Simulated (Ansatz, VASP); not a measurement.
# Two plane-wave programs on Sn

```
Sn
1.0
     5.44842    0.00000    0.00000
    -2.72421    4.71847    0.00000
     0.00000    0.00000    3.32432
Sn
3
Cartesian
  0.0000 0.0000 0.0000
  0.0000 3.1456 1.6622
  2.7242 1.5728 1.6622
```

Alike in both runs: functional revPBE; k mesh 7 × 7 × 10; occupations fermi-dirac, width 0.1 eV; no spin polarisation.

Ansatz relaxed the structure, and its values are those at the end. VASP's run is a single point on that final structure, the one shown.

|  | VASP | Ansatz |
| --- | --- | --- |
| version | VASP 6.6.1 | Ansatz 0.2.0 |
| potentials or method | VASP PAW PBE potentials, release 64 (Sn_d), cutoff 520 eV | plane waves (420 eV) with PAW, scalar-relativistic |
| valence electrons in the cell | 42 | 42 |

Ansatz gave:

- pressure (GPa): 0.0

Which values does VASP return?

Pressure (GPa): -0.1.

VASP's potentials were made for PBE, not for revPBE.
